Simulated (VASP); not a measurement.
Crystal: ZnSe.

```
Zn Se
1.0
     0.00000    2.68367    2.68367
     2.68367    0.00000    2.68367
     2.68367    2.68367    0.00000
Zn Se
1 1
Cartesian
  0.0000 0.0000 0.0000
  2.6837 2.6837 2.6837
```

* Program: VASP 6.6.1
* Task: relaxation of cell and atoms
* Functional: r2SCAN
* Potentials or basis: VASP PAW PBE potentials, release 64 (Zn, Se)
* Cutoff: 600 eV
* k mesh: 8 × 8 × 8
* Occupations: fermi-dirac, width 0.02 eV
* Spin: no spin polarisation

At the start: pressure -2.0 GPa; volume 19.33 Å³/atom.

Task: How do energy, volume and symmetry change on relaxing?

Result: Over 4 steps the energy falls by 3.7 meV/atom and the volume is 18.81 Å³/atom (-2.7 %); space group Fm-3m (No. 225, to 0.05 Å).

Step by step:
```csv
step,energy change (eV),largest force (eV/Å),pressure (GPa),volume (Å³)
1,0.0000,0.0000,-2.04,38.66
2,-0.0068,0.0000,0.72,37.29
3,-0.0074,0.0000,0.09,37.58
4,-0.0073,0.0000,0.00,37.62
```

Final structure:
```
Zn Se
1.0
     0.00000    2.65950    2.65950
     2.65950    0.00000    2.65950
     2.65950    2.65950    0.00000
Zn Se
1 1
Direct
  0.00000 0.00000 0.00000
  0.50000 0.50000 0.50000
```

Caveat: the PAW data sets were made with another functional, which shifts forces and pressure a little.
